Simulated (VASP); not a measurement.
Set up this calculation in VASP 6.6.1, as the native input.

- Task: single point
- Functional: PBE
- Potentials or basis: VASP PAW PBE potentials, release 64 (Zr_sv, In_d, Br)
- Cutoff: 520 eV
- k mesh: 4 × 4 × 4
- Occupations: gaussian, width 0.1 eV
- Spin: collinear spin
- Starting moments: [1.0, 0.0, 0.0, 0.0, 0.0] μB
- Dipole correction: no
- Further INCAR settings: ALGO = Normal; EDIFF = 1e-06; NBANDS = 35

The structure of ZrInBr3 lies in POSCAR:

```
ZrInBr3
1.0
    5.5523138937      0.0000000000      0.0000000000
    0.0000000000      5.5523138937      0.0000000000
    0.0000000000      0.0000000000      5.5523138937
Zr In Br
1 1 3
Direct
    0.0000000000      0.0000000000      0.0000000000
    0.5000000000      0.5000000000      0.5000000000
    0.0000000000      0.5000000000      0.5000000000
    0.5000000000      0.0000000000      0.5000000000
    0.5000000000      0.5000000000      0.0000000000
```

The cell was generated, and may not be a known phase.

One way to write it, as run:

INCAR

```
SYSTEM = ZrInBr3
ALGO = Normal ; EDIFF = 1E-6
ENCUT = 520 ; GGA = PE
ISIF = 2 ; ISMEAR = 0
ISPIN = 2 ; LASPH = .True.
LCHARG = .True. ; LELF = .True.
LMAXMIX = 4 ; LORBIT = 11
LREAL = .False. ; LVHAR = .True.
LWAVE = .False. ; MAGMOM = 1 0 0 0 0
NBANDS = 35 ; NELM = 150
PREC = Accurate ; SIGMA = 0.1
```

KPOINTS

```
k-points
0
Gamma
  4 4 4
  0 0 0
```

Potentials or basis: VASP PAW PBE potentials, release 64 (Zr_sv, In_d, Br).

Run with:

```bash
$ cat potpaw_PBE.64/Zr_sv/POTCAR potpaw_PBE.64/In_d/POTCAR potpaw_PBE.64/Br/POTCAR > POTCAR
$ mpirun -np 1 vasp_std > vasp.out
```

It gave:

```
Pressure                                              : 0.9 GPa
Net moment                                            : 2.88 μB per cell
Site moments                                          : Zr +1.75; In +0.02; Br +0.01 μB
Valence electrons inside the program's atomic spheres : Zr 9.68; In 11.33; Br 4.85
```

Wall time 2.8 min on 1 thread of Intel(R) Xeon(R) Platinum 8375C CPU @ 2.90GHz (Ice Lake), on a shared host, peak memory 0.35 GiB.
